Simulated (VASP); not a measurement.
# Re (Fmmm) in VASP: notebook

Runs on Re. Level: PBEsol. Tasks: single point.

All numbers are computed with VASP 6.6.1; they aren't measurements. Logs are shortened: lines on timing, memory, paths and dates and some standing lists are left out, and cuts for length are marked.

**1. The cell of the first run**

Symmetry: Fmmm, No. 69, orthorhombic system. Conventional cell: a = 3.891 Å, b = 3.950 Å, c = 4.009 Å, α = 90.00°, β = 90.00°, γ = 90.00°. Re (site symmetry mmm) has 12 Re at 2.77 to 2.81 Å within 3.7 Å.

**2. Single point, PBEsol (strain +0.0150 x Voigt [1, -1, 0, 0, 0, 0])**

Input file INCAR:

```
SYSTEM = Re
PREC = Accurate ; ENCUT = 520
EDIFF = 1E-6 ; ISMEAR = 0
SIGMA = 0.15 ; LREAL = .FALSE.
LASPH = .TRUE. ; NELM = 80
ALGO = Fast ; ISIF = 2
LWAVE = .FALSE. ; LCHARG = .FALSE.
GGA = PS ; NBANDS = 10
```

Input file KPOINTS:

```
regular mesh
0
G
  20 20 20
  0 0 0
```

Input file POSCAR:

```
Re
1.0
    0.0000000000      1.9453750000      1.9750000000
    2.0046250000      0.0000000000      1.9750000000
    2.0046250000      1.9453750000      0.0000000000
Re
1
Direct
    0.0000000000      0.0000000000      0.0000000000
```

Potentials or basis: VASP PAW PBE potentials, release 64 (Re).

Started as:

```sh
cat potpaw_PBE.64/Re/POTCAR > POTCAR
mpirun -np 1 vasp_std > vasp.out
```

OUTCAR:

```text
SYSTEM = Re
   PREC = Accurate
   ENCUT = 520
   EDIFF = 1E-6
   ISMEAR = 0
   LREAL = .FALSE.
   LASPH = .TRUE.
   NELM = 80
   ISIF = 2
   GGA = PS

 ion  position               nearest neighbor table
   1  0.000  0.000  0.000-

  LATTYP: Found a face centered orthorhombic cell.
 ALAT       =     3.8907500000
 B/A-ratio  =     1.0152284264
 C/A-ratio  =     1.0304568528

  Lattice vectors:

 A1 = (  -2.0046250000,   0.0000000000,  -1.9750000000)
 A2 = (  -2.0046250000,   1.9453750000,   0.0000000000)
 A3 = (   0.0000000000,   1.9453750000,  -1.9750000000)

Analysis of symmetry for initial positions (statically):
=====================================================================
 Subroutine PRICEL returns:
 Original cell was already a primitive cell.

 Routine SETGRP: Setting up the symmetry group for a
 face centered orthorhombic supercell.

 Subroutine GETGRP returns: Found  8 space group operations
 (whereof  8 operations were pure point group operations)
 out of a pool of  8 trial point group operations.

The static configuration has the point symmetry D_2h.

Analysis of symmetry for dynamics (positions and initial velocities):
=====================================================================
 Subroutine PRICEL returns:
 Original cell was already a primitive cell.

 Routine SETGRP: Setting up the symmetry group for a
 face centered orthorhombic supercell.

 Subroutine GETGRP returns: Found  8 space group operations
 (whereof  8 operations were pure point group operations)
 out of a pool of  8 trial point group operations.

The dynamic configuration has the point symmetry D_2h.

 Subroutine INISYM returns: Found  8 space group operations
 (whereof  8 operations are pure point group operations),
 and found     1 'primitive' translations

----------------------------------------------------------------------------------------

                                     Primitive cell

  volume of cell :      15.4040

  direct lattice vectors                    reciprocal lattice vectors
     0.000000000  1.945375000  1.975000000    -0.249423209  0.257019855  0.253164557
     2.004625000  0.000000000  1.975000000     0.249423209 -0.257019855  0.253164557
     2.004625000  1.945375000  0.000000000     0.249423209  0.257019855 -0.253164557

  length of vectors
     2.772202895  2.814097793  2.793385989     0.438592562  0.438592562  0.438592562

  position of ions in fractional coordinates (direct lattice)
     0.000000000  0.000000000  0.000000000

  ion indices of the primitive-cell ions
   primitive index   ion index
                 1           1

----------------------------------------------------------------------------------------

 KPOINTS: regular mesh

Automatic generation of k-mesh.
 Grid dimensions read from file:
 generate k-points for:   20   20   20

 Generating k-lattice:

  Cartesian coordinates                     Fractional coordinates (reciprocal lattice)
    -0.012471160  0.012850993  0.012658228     0.050000000  0.000000000  0.000000000
     0.012471160 -0.012850993  0.012658228     0.000000000  0.050000000  0.000000000
     0.012471160  0.012850993 -0.012658228     0.000000000  0.000000000  0.050000000

  Length of vectors
     0.021929628  0.021929628  0.021929628

  Shift w.r.t. Gamma in fractional coordinates (k-lattice)
     0.000000000  0.000000000  0.000000000

 Subroutine IBZKPT returns following result:
 ===========================================

 Found   1166 irreducible k-points:

 Following reciprocal coordinates:
            Coordinates               Weight
  0.000000  0.000000  0.000000      1.000000
  0.050000 -0.000000 -0.000000      8.000000
  0.100000 -0.000000 -0.000000      8.000000
  0.150000 -0.000000 -0.000000      8.000000
  0.200000 -0.000000 -0.000000      8.000000
  0.250000  0.000000 -0.000000      8.000000
[... 16 lines left out ...]
 -0.400000  0.050000  0.000000      8.000000
 -0.350000  0.050000  0.000000      8.000000
 [... further k-points ...]
   k-points           NKPTS =   1166   k-points in BZ     NKDIM =   1166   number of bands    NBANDS=     10
   number of dos      NEDOS =    301   number of ions     NIONS =      1
   total plane-waves  NPLWV =  13824
   dimension x,y,z NGX =    24 NGY =   24 NGZ =   24
   dimension x,y,z NGXF=    48 NGYF=   48 NGZF=   48
   ions per type =               1
   NGX,Y,Z   is equivalent  to a cutoff of  14.39, 14.18, 14.28 a.u.
   NGXF,Y,Z  is equivalent  to a cutoff of  28.79, 28.36, 28.57 a.u.
 SYSTEM =  Re
   PREC   = accura    normal or accurate (medium, high low for compatibility)
   ISTART =      0    job   : 0-new  1-cont  2-samecut
   ICHARG =      2    charge: 1-file 2-atom 10-const
   ISPIN  =      1    spin polarized calculation?
   LNONCOLLINEAR =      F non collinear calculations
   LSORBIT =      F    spin-orbit coupling
   LASPH  =      T    aspherical Exc in radial PAW
   ENCUT  =  520.0 eV  38.22 Ry    6.18 a.u.   5.15  5.23  5.19*2*pi/ulx,y,z
   NELM   =     80;   NELMIN=  2; NELMDL= -5     # of ELM steps
   EDIFF  = 0.1E-05   stopping-criterion for ELM
   LREAL  =      F    real-space projection
   EDIFFG = 0.1E-04   stopping-criterion for IOM
   NSW    =      0    number of steps for IOM
   IBRION =     -1    ionic relax: 0-MD 1-quasi-New 2-CG
   NFREE  =      0    steps in history (QN), initial steepest desc. (CG)
   ISIF   =      2    stress and relaxation
   ISYM   =      2    0-nonsym 1-usesym 2-fastsym
   POTIM  = 0.5000    time-step for ionic-motion
   TEBEG  =    0.0;   TEEND  =   0.0 temperature during run
   PSTRESS=    0.0 pullay stress
   NELECT =       7.0000    total number of electrons
   NUPDOWN=      -1.0000    fix difference up-down
   EMIN   =  10.00;   EMAX   =-10.00  energy-range for DOS
   EFERMI =   0.00;   METHOD = LEGACY
   ISMEAR =     0;   SIGMA  =   0.15  broadening in eV -4-tet -1-fermi 0-gaus
   EFERMI_NEDOS =   21; number of points for ismear=-14 and -15
   IALGO  =     68    algorithm
   IMIX   =      4    mixing-type and parameters
     AMIX     =   0.40;   BMIX     =  1.00
     AMIX_MAG =   1.60;   BMIX_MAG =  1.00
  volume/ion in A,a.u.               =      15.40       103.95
  Fermi-wavevector in a.u.,A,eV,Ry     =   1.258625  2.378456 21.553488  1.584137
  Thomas-Fermi vector in A             =   2.392225
   LORBIT       =      0    0 simple, 1 ext, 2 COOP (PROOUT), +10 PAW based schemes
   GGA     = PS    functional components
   LHFCALC =     F    Hartree Fock is set to
   AEXX    =    0.0000 exact exchange contribution
   IVDW    =     0    specifies the selected vdW correction
   LEPSILON=     F    determine dielectric tensor
   LRPA    =     F    only Hartree local field effects (RPA)
 non-spin polarized calculation
 RMM-DIIS sequential band-by-band and
 Gauss-broadening in eV      SIGMA  =   0.15
  energy-cutoff  :      520.00
  volume of cell :       15.40
 maximum number of plane-waves:       432
 NGX is ok and might be reduce to    24
   NGX = 11   NGY = 11   NGZ = 11

 number of electron       7.0000000 magnetization

 Free energy of the ion-electron system (eV)
  ---------------------------------------------------
  ext. energy  EPLUGINS =         0.00000000
  ---------------------------------------------------
  free energy    TOTEN  =       -13.25250762 eV

  energy without entropy =      -13.24251712  energy(sigma->0) =      -13.24751237

 E-fermi :   7.4336     XC(G=0): -13.5705

 val. band max:        7.4326054140   @ k =   0.3000  -0.4000   0.2500
 cond. band min:       7.4338895074   @ k =   0.3000   0.2000   0.0000
 fundamental gap:      0.0012840934
 Fermi energy:         7.4335563969

 k-point     1 :       0.0000    0.0000    0.0000
  band No.  band energies     occupation
      1      -2.4154      2.00000
      2       5.4240      2.00000
      3       5.6344      2.00000
      4       5.8371      2.00000
      5       8.3491      0.00000
      6       8.8364      0.00000
      7      21.3419      0.00000
      8      26.2220      0.00000
      9      26.6944      0.00000
     10      27.2031      0.00000

 k-point     2 :       0.0500   -0.0000   -0.0000
  band No.  band energies     occupation
      1      -2.3044      2.00000
      2       5.4253      2.00000
      3       5.6447      2.00000
      4       5.8541      2.00000
      5       8.3135      0.00000
      6       8.7892      0.00000
      7      21.5570      0.00000
      8      25.9657      0.00000
      9      26.6908      0.00000
     10      27.2415      0.00000

 k-point     3 :       0.1000   -0.0000   -0.0000
  band No.  band energies     occupation
      1      -1.9804      2.00000
      2       5.3128      2.00000
      3       5.7267      2.00000
      4       5.9634      2.00000
      5       8.2340      0.00000
      6       8.6725      0.00000
      7      22.1551      0.00000
      8      24.8886      0.00000
      9      27.1996      0.00000
     10      27.7836      0.00000

 k-point     4 :       0.1500   -0.0000   -0.0000
  band No.  band energies     occupation
      1      -1.4731      2.00000
      2       5.0829      2.00000
      3       5.8709      2.00000
      4       6.1349      2.00000
      5       8.1942      0.00000
      6       8.5615      0.00000
      7      22.8564      0.00000
      8      23.8422      0.00000
      9      28.1058      0.00000
     10      28.7115      0.00000
[... 222 lines left out ...]
 k-point    22 :      -0.4500    0.0500    0.0000
  band No.  band energies     occupation
      1       0.9557      2.00000
      2       5.2268      2.00000
      3       5.6407      2.00000
      4       7.2209      1.95501
      5      10.7722      0.00000
      6      11.3195      0.00000
      7      16.8417      0.00000
      8      21.1023      0.00000
      9      26.7724      0.00000
     10      27.4008      0.00000

 k-point    23 :      -0.4000    0.0500    0.0000
  band No.  band energies     occupation
      1       0.9364      2.00000
      2       5.3151      2.00000
      3       5.7306      2.00000
      4       6.6028      2.00000
      5      10.3210      0.00000
      6      11.0505      0.00000
      7      17.6777      0.00000
      8      21.5484      0.00000
      9      27.2221      0.00000
     10      28.3210      0.00000

 k-point    24 :      -0.3500    0.0500    0.0000
  band No.  band energies     occupation
      1       0.8451      2.00000
      2       5.4665      2.00000
      3       5.7911      2.00000
      4       5.8855      2.00000
      5       9.7096      0.00000
      6      10.5574      0.00000
      7      18.8009      0.00000
      8      22.4252      0.00000
      9      28.1174      0.00000
     10      29.7444      0.00000

 [... further k-points ...]
[... 5 lines left out ...]
  --------------------------------------------------------------------------------------
  -------------------------------------------------------------------------------------
  Total       -2.2075834     -1.4375423     -1.7992131      0.0000000     -0.0000000      0.0000000
  in kB     -229.6117664   -149.5194331   -187.1369771      0.0000000     -0.0000000      0.0000000
  external PRESSURE =    -188.7560589 kB  Pullay stress =       0.0000000 kB

 VOLUME and BASIS-vectors are now :
 -----------------------------------------------------------------------------
  energy-cutoff  :      520.00
  volume of cell :       15.40
      direct lattice vectors                 reciprocal lattice vectors
     0.000000000  1.945375000  1.975000000    -0.249423209  0.257019855  0.253164557
     2.004625000  0.000000000  1.975000000     0.249423209 -0.257019855  0.253164557
     2.004625000  1.945375000  0.000000000     0.249423209  0.257019855 -0.253164557

 POSITION                                       TOTAL-FORCE (eV/Angst)
 -----------------------------------------------------------------------------------
      0.00000      0.00000      0.00000         0.000000      0.000000      0.000000
 -----------------------------------------------------------------------------------
    total drift:                               -0.000000      0.000000      0.000000

  FREE ENERGIE OF THE ION-ELECTRON SYSTEM (eV)
  ---------------------------------------------------
  free  energy   TOTEN  =       -13.2525076217 eV

  energy  without entropy=      -13.2425171152  energy(sigma->0) =      -13.24751237
```

It took 99 s on 1 thread of Intel Xeon 6975P-C (Granite Rapids), shared host; peak memory 0.3 GiB.

Results:

| Item | Value |
| --- | --- |
| Free energy | -13.2525 eV |
| Pressure | -18.9 GPa |

Caveat: the cell differs from its parent crystal (strain +0.0150 x Voigt [1, -1, 0, 0, 0, 0]); the PAW data sets were made with another functional, which shifts forces and pressure a little; spin-orbit coupling is left out, which moves the levels of the heavy elements.

**3. Single point, PBEsol (strain +0.0225 x Voigt [1, -1, 0, 0, 0, 0])**

Input file INCAR:

```
PREC     = Accurate       # precision mode
ENCUT    = 520            # plane-wave cutoff, eV
EDIFF    = 1E-7           # SCF threshold, eV
ISMEAR   = 0              # smearing method
SIGMA    = 0.15           # smearing width, eV
LREAL    = F              # projectors in reciprocal space
LASPH    = T              # aspherical terms in the spheres
NELM     = 100            # most SCF steps
ALGO     = Fast           # electronic algorithm
ISIF     = 2              # what is computed and relaxed
LWAVE    = F              # write WAVECAR
LCHARG   = T              # write CHGCAR
GGA      = PS             # functional
LELF     = T              # ELF
LVHAR    = T            
NBANDS   = 10             # bands
```

Input file KPOINTS:

```
regular mesh
0
Gamma
  20 20 20
```

Input file POSCAR:

```
Re
1.0
    0.0000000000      1.9305625000      1.9750000000
    2.0194375000      0.0000000000      1.9750000000
    2.0194375000      1.9305625000      0.0000000000
Re
1
Direct
    0.0000000000      0.0000000000      0.0000000000
```

Potentials or basis: VASP PAW PBE potentials, release 64 (Re).

Started as:

```sh
cat potpaw_PBE.64/Re/POTCAR > POTCAR
mpirun -np 1 vasp_std > vasp.out
```

OUTCAR:

```text
PREC = Accurate
   ENCUT = 520
   EDIFF = 1E-7
   ISMEAR = 0
   LREAL = F
   LASPH = T
   NELM = 100
   ISIF = 2
   GGA = PS

 ion  position               nearest neighbor table
   1  0.000  0.000  0.000-

  LATTYP: Found a face centered orthorhombic cell.
 ALAT       =     3.8611250000
 B/A-ratio  =     1.0230179028
 C/A-ratio  =     1.0460358056

  Lattice vectors:

 A1 = (  -2.0194375000,   0.0000000000,  -1.9750000000)
 A2 = (  -2.0194375000,   1.9305625000,   0.0000000000)
[... 484 lines left out ...]
      1       0.8477      2.00000
      2       5.3767      2.00000
      3       5.7971      2.00000
      4       5.9859      2.00000
      5       9.7062      0.00000
      6      10.5643      0.00000
      7      18.8141      0.00000
      8      22.4131      0.00000
      9      28.1160      0.00000
     10      29.7898      0.00000

 [... further k-points ...]
[... 5 lines left out ...]
  --------------------------------------------------------------------------------------
  -------------------------------------------------------------------------------------
  Total       -2.3721011     -1.2363049     -1.7574559      0.0000000      0.0000000      0.0000000
  in kB     -246.7927479   -128.6248249   -182.8452283      0.0000000      0.0000000      0.0000000
  external PRESSURE =    -186.0876004 kB  Pullay stress =       0.0000000 kB

 VOLUME and BASIS-vectors are now :
 -----------------------------------------------------------------------------
  energy-cutoff  :      520.00
  volume of cell :       15.40
      direct lattice vectors                 reciprocal lattice vectors
     0.000000000  1.930562500  1.975000000    -0.247593699  0.258991874  0.253164557
     2.019437500  0.000000000  1.975000000     0.247593699 -0.258991874  0.253164557
     2.019437500  1.930562500  0.000000000     0.247593699  0.258991874 -0.253164557

 POSITION                                       TOTAL-FORCE (eV/Angst)
 -----------------------------------------------------------------------------------
      0.00000      0.00000      0.00000         0.000000      0.000000     -0.000000
 -----------------------------------------------------------------------------------
    total drift:                               -0.000000      0.000000      0.000000

  FREE ENERGIE OF THE ION-ELECTRON SYSTEM (eV)
  ---------------------------------------------------
  free  energy   TOTEN  =       -13.2458510544 eV

  energy  without entropy=      -13.2357576149  energy(sigma->0) =      -13.24080433
```

Run time: 1.9 min. Hardware: 1 thread of Intel Xeon 6975P-C (Granite Rapids), shared host; peak memory 0.31 GiB.

What came out:

* Free energy: -13.2459 eV
* Pressure: -18.6 GPa

Stress tensor (GPa, compression positive):
```
-24.68   0.00   0.00
  0.00 -12.86   0.00
  0.00   0.00 -18.28
```

Caveat: the cell differs from its parent crystal (strain +0.0225 x Voigt [1, -1, 0, 0, 0, 0]); the PAW data sets were made with another functional, which shifts forces and pressure a little; spin-orbit coupling is left out, which moves the levels of the heavy elements.

(Part 1 of 2 ends here.)
